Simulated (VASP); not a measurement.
# GaGe (F-43m) in VASP: notebook

Aim: see how the results for GaGe move with the level of theory and the settings. Levels: PBE-based screened hybrid with 25 % exact exchange, PBEsol-based screened hybrid with 25 % exact exchange. Tasks: single point.

Program: VASP 6.6.1. These are calculated values, not measurements. Logs are shortened: lines on timing, memory, paths and dates and some standing lists are left out, and cuts for length are marked.

### 1 The cell of the first run

The structure is cubic, space group F-43m (No. 216). Conventional cell: a = 5.796 Å, b = 5.796 Å, c = 5.796 Å, α = 90.00°, β = 90.00°, γ = 90.00°. Ge (site symmetry -43m) has 4 Ga at 2.51 Å within 3.3 Å. Ga (site symmetry -43m) has 4 Ge at 2.51 Å within 3.3 Å.

### 2 Single point, PBE-based screened hybrid with 25 % exact exchange

File POSCAR:

```
GaGe
1.0
    0.0000000000      2.8978440000      2.8978440000
    2.8978440000      0.0000000000      2.8978440000
    2.8978440000      2.8978440000      0.0000000000
Ge Ga
1 1
Direct
    0.0000000000      0.0000000000      0.0000000000
    0.2500000000      0.2500000000      0.2500000000
```

File INCAR.step1:

```
SYSTEM = GaGe
PREC = Accurate ; ENCUT = 520
EDIFF = 1E-5 ; ISMEAR = -1
SIGMA = 0.05 ; LREAL = .False.
LASPH = .True. ; NELM = 100
ALGO = Normal ; ISIF = 2
LWAVE = .True. ; LCHARG = .False.
GGA = PE ; NBANDS = 20
```

File INCAR.step2:

```
SYSTEM = GaGe
PREC = Accurate ; ENCUT = 520
EDIFF = 1E-6 ; ISMEAR = -1
SIGMA = 0.05 ; LREAL = .False.
LASPH = .True. ; NELM = 100
ALGO = Normal ; ISIF = 2
LWAVE = .False. ; LCHARG = .False.
GGA = PE ; LHFCALC = .True.
AEXX = 0.25 ; HFSCREEN = 0.3
PRECFOCK = Normal ; ISTART = 1
NBANDS = 20
```

File KPOINTS:

```
regular mesh
0
Gamma
  4 4 4
  0 0 0
```

Potentials or basis: VASP PAW PBE potentials, release 64 (Ge_d, Ga_d).

Run with:

```console
> cat potpaw_PBE.64/Ge_d/POTCAR potpaw_PBE.64/Ga_d/POTCAR > POTCAR
> cp INCAR.step1 INCAR
> mpirun -np 1 vasp_std > vasp.out
> cp INCAR.step2 INCAR
> mpirun -np 1 vasp_std > vasp.out
```

OUTCAR:

```text
SYSTEM = GaGe
   PREC = Accurate
   ENCUT = 520
   EDIFF = 1E-6
   ISMEAR = -1
   LREAL = .False.
   LASPH = .True.
   NELM = 100
   ISIF = 2
   GGA = PE
   LHFCALC = .True.
   AEXX = 0.25
   HFSCREEN = 0.3
   PRECFOCK = Normal
   ISTART = 1

 ion  position               nearest neighbor table
   1  0.000  0.000  0.000-   2 2.51   2 2.51   2 2.51   2 2.51
   2  0.250  0.250  0.250-   1 2.51   1 2.51   1 2.51   1 2.51

  LATTYP: Found a face centered cubic cell.
 ALAT       =     5.7956880000

  Lattice vectors:

 A1 = (   0.0000000000,   2.8978440000,   2.8978440000)
 A2 = (   2.8978440000,   0.0000000000,   2.8978440000)
 A3 = (   2.8978440000,   2.8978440000,   0.0000000000)

Analysis of symmetry for initial positions (statically):
=====================================================================
 Subroutine PRICEL returns:
 Original cell was already a primitive cell.

 Routine SETGRP: Setting up the symmetry group for a
 face centered cubic supercell.

 Subroutine GETGRP returns: Found 24 space group operations
 (whereof 24 operations were pure point group operations)
 out of a pool of 48 trial point group operations.

The static configuration has the point symmetry T_d .

Analysis of symmetry for dynamics (positions and initial velocities):
=====================================================================
 Subroutine PRICEL returns:
 Original cell was already a primitive cell.

 Routine SETGRP: Setting up the symmetry group for a
 face centered cubic supercell.

 Subroutine GETGRP returns: Found 24 space group operations
 (whereof 24 operations were pure point group operations)
 out of a pool of 48 trial point group operations.

The dynamic configuration has the point symmetry T_d .

 Subroutine INISYM returns: Found 24 space group operations
 (whereof 24 operations are pure point group operations),
 and found     1 'primitive' translations

----------------------------------------------------------------------------------------

                                     Primitive cell

  volume of cell :      48.6693

  direct lattice vectors                    reciprocal lattice vectors
     0.000000000  2.897844000  2.897844000    -0.172542069  0.172542069  0.172542069
     2.897844000  0.000000000  2.897844000     0.172542069 -0.172542069  0.172542069
     2.897844000  2.897844000  0.000000000     0.172542069  0.172542069 -0.172542069

  length of vectors
     4.098170286  4.098170286  4.098170286     0.298851630  0.298851630  0.298851630

  position of ions in fractional coordinates (direct lattice)
     0.000000000  0.000000000  0.000000000
     0.250000000  0.250000000  0.250000000

  ion indices of the primitive-cell ions
   primitive index   ion index
                 1           1
                 2           2

----------------------------------------------------------------------------------------

 KPOINTS: regular mesh

Automatic generation of k-mesh.
 Grid dimensions read from file:
 generate k-points for:    4    4    4

 Generating k-lattice:

  Cartesian coordinates                     Fractional coordinates (reciprocal lattice)
    -0.043135517  0.043135517  0.043135517     0.250000000  0.000000000  0.000000000
     0.043135517 -0.043135517  0.043135517     0.000000000  0.250000000  0.000000000
     0.043135517  0.043135517 -0.043135517     0.000000000  0.000000000  0.250000000

  Length of vectors
     0.074712908  0.074712908  0.074712908

  Shift w.r.t. Gamma in fractional coordinates (k-lattice)
     0.000000000  0.000000000  0.000000000

 Subroutine IBZKPT returns following result:
 ===========================================

 Found      8 irreducible k-points:

 Following reciprocal coordinates:
            Coordinates               Weight
  0.000000  0.000000  0.000000      1.000000
  0.250000  0.000000  0.000000      8.000000
  0.500000  0.000000  0.000000      4.000000
  0.250000  0.250000  0.000000      6.000000
  0.500000  0.250000  0.000000     24.000000
 -0.250000  0.250000  0.000000     12.000000
  0.500000  0.500000  0.000000      3.000000
 -0.250000  0.500000  0.250000      6.000000
   k-points           NKPTS =      8   k-points in BZ     NKDIM =     64   number of bands    NBANDS=     20
   number of dos      NEDOS =    301   number of ions     NIONS =      2
   total plane-waves  NPLWV =  27000
   dimension x,y,z NGX =    30 NGY =   30 NGZ =   30
   dimension x,y,z NGXF=    60 NGYF=   60 NGZF=   60
   ions per type =               1   1
   NGX,Y,Z   is equivalent  to a cutoff of  12.17, 12.17, 12.17 a.u.
   NGXF,Y,Z  is equivalent  to a cutoff of  24.34, 24.34, 24.34 a.u.
 SYSTEM =  GaGe
   PREC   = accura    normal or accurate (medium, high low for compatibility)
   ISTART =      1    job   : 0-new  1-cont  2-samecut
   ICHARG =      0    charge: 1-file 2-atom 10-const
   ISPIN  =      1    spin polarized calculation?
   LNONCOLLINEAR =      F non collinear calculations
   LSORBIT =      F    spin-orbit coupling
   LASPH  =      T    aspherical Exc in radial PAW
   ENCUT  =  520.0 eV  38.22 Ry    6.18 a.u.   7.62  7.62  7.62*2*pi/ulx,y,z
   NELM   =    100;   NELMIN=  2; NELMDL=  0     # of ELM steps
   EDIFF  = 0.1E-05   stopping-criterion for ELM
   LREAL  =      F    real-space projection
   EDIFFG = 0.1E-04   stopping-criterion for IOM
   NSW    =      0    number of steps for IOM
   IBRION =     -1    ionic relax: 0-MD 1-quasi-New 2-CG
   NFREE  =      0    steps in history (QN), initial steepest desc. (CG)
   ISIF   =      2    stress and relaxation
   ISYM   =      3    0-nonsym 1-usesym 2-fastsym
   POTIM  = 0.5000    time-step for ionic-motion
   TEBEG  =    0.0;   TEEND  =   0.0 temperature during run
   PSTRESS=    0.0 pullay stress
   NELECT =      27.0000    total number of electrons
   NUPDOWN=      -1.0000    fix difference up-down
   EMIN   =  10.00;   EMAX   =-10.00  energy-range for DOS
   EFERMI =   0.00;   METHOD = LEGACY
   ISMEAR =    -1;   SIGMA  =   0.05  broadening in eV -4-tet -1-fermi 0-gaus
   EFERMI_NEDOS =   21; number of points for ismear=-14 and -15
   IALGO  =     38    algorithm
   IMIX   =      1    mixing-type and parameters
     AMIX     =   0.40;   BMIX     =  1.00
     AMIX_MAG =   1.60;   BMIX_MAG =  1.00
  volume/ion in A,a.u.               =      24.33       164.22
  Fermi-wavevector in a.u.,A,eV,Ry     =   1.345172  2.542006 24.619567  1.809487
  Thomas-Fermi vector in A             =   2.473106
   LORBIT       =      0    0 simple, 1 ext, 2 COOP (PROOUT), +10 PAW based schemes
   GGA     = PE    functional components
   LHFCALC =     T    Hartree Fock is set to
   PRECFOCK=normal    Normal, Fast or Accurate (Low or Medium for compatibility)
   ENCUT4O =  -1.0   cutoff for four orbital integrals eV
   NKREDX  =     1    reduce k-point grid by
   NKREDY  =     1    reduce k-point grid by
   NKREDZ  =     1    reduce k-point grid by
   AEXX    =    0.2500 exact exchange contribution
   HFSCREEN=    0.3000 screening length (either q_TF or 0.3 A-1)
   HFSCREENC=   0.3000 screening length for correlation (either q_TF or 0.3 A-1)
   ENCUTFOCK=  -1.0 apply spherical cutoff to Coloumb kernel
   IVDW    =     0    specifies the selected vdW correction
   LEPSILON=     F    determine dielectric tensor
   LRPA    =     F    only Hartree local field effects (RPA)
 non-spin polarized calculation
  energy-cutoff  :      520.00
  volume of cell :       48.67
 maximum number of plane-waves:      1363
  NGX = 24; NGY = 24; NGZ = 24

 number of electron      26.9999991 magnetization

 Free energy of the ion-electron system (eV)
  ---------------------------------------------------
  ext. energy  EPLUGINS =         0.00000000
  ---------------------------------------------------
  free energy    TOTEN  =        -7.99274787 eV

  energy without entropy =       -7.97559303  energy(sigma->0) =       -7.98417045

 E-fermi :   3.2232     XC(G=0):  -8.0794

 val. band max:        3.2203475473   @ k =  -0.2500   0.2500   0.0000
 cond. band min:       3.3310423829   @ k =   0.5000   0.0000   0.0000
 fundamental gap:      0.1106948356
 Fermi energy:         3.2231941493

 k-point     1 :       0.0000    0.0000    0.0000
  band No.  band energies     occupation
      1     -24.1408      2.00000
      2     -24.1408      2.00000
      3     -24.1408      2.00000
      4     -24.1212      2.00000
      5     -24.1212      2.00000
      6     -14.0346      2.00000
[... 12 lines left out ...]
     19      11.1880      0.00000
     20      14.2711      0.00000

 k-point     2 :       0.2500    0.0000    0.0000
  band No.  band energies     occupation
      1     -24.1404      2.00000
      2     -24.1394      2.00000
      3     -24.1394      2.00000
      4     -24.1208      2.00000
      5     -24.1208      2.00000
      6     -14.0436      2.00000
[... 12 lines left out ...]
     19      12.6219      0.00000
     20      13.0150      0.00000

 k-point     3 :       0.5000    0.0000    0.0000
  band No.  band energies     occupation
      1     -24.1401      2.00000
      2     -24.1382      2.00000
      3     -24.1382      2.00000
      4     -24.1203      2.00000
      5     -24.1203      2.00000
      6     -14.0529      2.00000
[... 12 lines left out ...]
     19      15.1778      0.00000
     20      16.0802      0.00000

 k-point     4 :       0.2500    0.2500    0.0000
  band No.  band energies     occupation
      1     -24.1422      2.00000
      2     -24.1379      2.00000
      3     -24.1379      2.00000
      4     -24.1221      2.00000
      5     -24.1195      2.00000
      6     -14.0546      2.00000
[... 12 lines left out ...]
     19      11.9926      0.00000
     20      15.1015      0.00000

 k-point     5 :       0.5000    0.2500    0.0000
  band No.  band energies     occupation
      1     -24.1413      2.00000
      2     -24.1371      2.00000
      3     -24.1365      2.00000
      4     -24.1218      2.00000
      5     -24.1192      2.00000
      6     -14.0606      2.00000
[... 12 lines left out ...]
     19      14.9051      0.00000
     20      16.2249      0.00000

 k-point     6 :      -0.2500    0.2500    0.0000
  band No.  band energies     occupation
      1     -24.1396      2.00000
      2     -24.1385      2.00000
      3     -24.1379      2.00000
      4     -24.1207      2.00000
      5     -24.1205      2.00000
      6     -14.0530      2.00000
[... 12 lines left out ...]
     19      12.3328      0.00000
     20      14.5023      0.00000

 k-point     7 :       0.5000    0.5000    0.0000
  band No.  band energies     occupation
      1     -24.1437      2.00000
      2     -24.1350      2.00000
      3     -24.1350      2.00000
      4     -24.1231      2.00000
      5     -24.1179      2.00000
      6     -14.0728      2.00000
[... 12 lines left out ...]
     19      16.1191      0.00000
     20      17.3772      0.00000

 k-point     8 :      -0.2500    0.5000    0.2500
  band No.  band energies     occupation
      1     -24.1401      2.00000
      2     -24.1386      2.00000
      3     -24.1350      2.00000
      4     -24.1218      2.00000
      5     -24.1192      2.00000
      6     -14.0621      2.00000
[... 12 lines left out ...]
     19      15.9198      0.00000
     20      16.5328      0.00000

------------------------ aborting loop because EDIFF is reached ----------------------------------------

  FORCE on cell =-STRESS in cart. coord.  units (eV):
  Direction    XX          YY          ZZ          XY          YZ          ZX
  --------------------------------------------------------------------------------------
  -------------------------------------------------------------------------------------
  Total       -0.4208536     -0.4208536     -0.4208536     -0.0000000     -0.0000000      0.0000000
  in kB      -13.8543666    -13.8543666    -13.8543666     -0.0000000     -0.0000000      0.0000000
  external PRESSURE =     -13.8543666 kB  Pullay stress =       0.0000000 kB

 VOLUME and BASIS-vectors are now :
 -----------------------------------------------------------------------------
  energy-cutoff  :      520.00
  volume of cell :       48.67
      direct lattice vectors                 reciprocal lattice vectors
     0.000000000  2.897844000  2.897844000    -0.172542069  0.172542069  0.172542069
     2.897844000  0.000000000  2.897844000     0.172542069 -0.172542069  0.172542069
     2.897844000  2.897844000  0.000000000     0.172542069  0.172542069 -0.172542069

 POSITION                                       TOTAL-FORCE (eV/Angst)
 -----------------------------------------------------------------------------------
      0.00000      0.00000      0.00000         0.000000      0.000000      0.000000
      1.44892      1.44892      1.44892        -0.000000     -0.000000     -0.000000
 -----------------------------------------------------------------------------------
    total drift:                                0.000001     -0.000006     -0.000005

  FREE ENERGIE OF THE ION-ELECTRON SYSTEM (eV)
  ---------------------------------------------------
  free  energy   TOTEN  =        -7.9927478735 eV

  energy  without entropy=       -7.9755930336  energy(sigma->0) =       -7.98417045
```

It took 7.6 min on 1 thread of Intel Xeon Platinum 8488C (Sapphire Rapids), shared host; peak memory 0.29 GiB.

What came out:

```yaml
Free_energy: -7.9927 eV
Pressure: -1.4 GPa
Band_gap_on_the_k_mesh: zero (an odd number of electrons rules out a gap without spin polarisation)
```

Levels at points of the mesh, in eV from the Fermi level:
| k point | band 10 | band 11 | band 12 | band 13 | band 14 | band 15 | band 16 | band 17 | band 18 | band 19 |
| --- | --- | --- | --- | --- | --- | --- | --- | --- | --- | --- |
| (0.00, 0.00, 0.00) | -17.20 | -11.92 | 1.54 | 1.54 | 1.54 | 2.42 | 4.52 | 4.52 | 4.52 | 7.96 |
| (0.50, 0.00, 0.00) | -17.20 | -9.73 | -6.18 | 0.11 | 0.11 | 2.22 | 5.50 | 5.50 | 8.40 | 11.95 |
| (0.50, 0.50, 0.00) | -17.20 | -8.53 | -6.64 | -1.72 | -1.72 | 2.31 | 2.45 | 11.70 | 11.70 | 12.90 |

Caveat: the k points lie up to 0.47 Å⁻¹ apart, too coarse for converged energies and pressures of a metal; the PAW data sets were made with another functional, which shifts forces and pressure a little.

### 3 Single point, PBEsol-based screened hybrid with 25 % exact exchange

POSCAR is that of step 2.

File INCAR.step1:

```
SYSTEM = GaGe
PREC = Accurate
ENCUT = 520
EDIFF = 1E-5
ISMEAR = -1
SIGMA = 0.05
LREAL = .False.
LASPH = .True.
NELM = 80
ALGO = Normal
ISIF = 2
LWAVE = .True.
LCHARG = .False.
GGA = PE
NBANDS = 20
```

File INCAR.step2:

```
SYSTEM = GaGe
PREC = Accurate
ENCUT = 520
EDIFF = 1E-7
ISMEAR = -1
SIGMA = 0.05
LREAL = .False.
LASPH = .True.
NELM = 80
ALGO = Normal
ISIF = 2
LWAVE = .False.
LCHARG = .False.
GGA = PS
LHFCALC = .True.
AEXX = 0.25
HFSCREEN = 0.207
PRECFOCK = Normal
ISTART = 1
NBANDS = 20
```

File KPOINTS:

```
Automatic mesh
0
Gamma
  4 4 4
  0 0 0
```

Potentials or basis: VASP PAW PBE potentials, release 64 (Ge_d, Ga_d).

Run with:

```console
> cat potpaw_PBE.64/Ge_d/POTCAR potpaw_PBE.64/Ga_d/POTCAR > POTCAR
> cp INCAR.step1 INCAR
> mpirun -np 1 vasp_std > vasp.out
> cp INCAR.step2 INCAR
> mpirun -np 1 vasp_std > vasp.out
```

Run time: 10 min. Hardware: 1 thread of Intel Xeon Platinum 8488C (Sapphire Rapids), shared host; peak memory 0.28 GiB.

The run converged. Its results:

* Free energy: -8.7471 eV
* Pressure: -3.6 GPa
* Band gap on the k mesh: zero (an odd number of electrons rules out a gap without spin polarisation)

Levels at points of the mesh, in eV from the Fermi level:
```csv
k point,band 10,band 11,band 12,band 13,band 14,band 15,band 16,band 17,band 18,band 19
"(0.00, 0.00, 0.00)",-17.33,-12.13,1.61,1.61,1.61,2.46,4.63,4.63,4.63,7.98
"(0.50, 0.00, 0.00)",-17.33,-9.92,-6.37,0.12,0.12,2.26,5.61,5.61,8.44,12.03
"(0.50, 0.50, 0.00)",-17.33,-8.71,-6.82,-1.82,-1.82,2.35,2.50,11.84,11.84,12.99
```

Caveat: the k points lie up to 0.47 Å⁻¹ apart, too coarse for converged energies and pressures of a metal; the PAW data sets were made with another functional, which shifts forces and pressure a little.
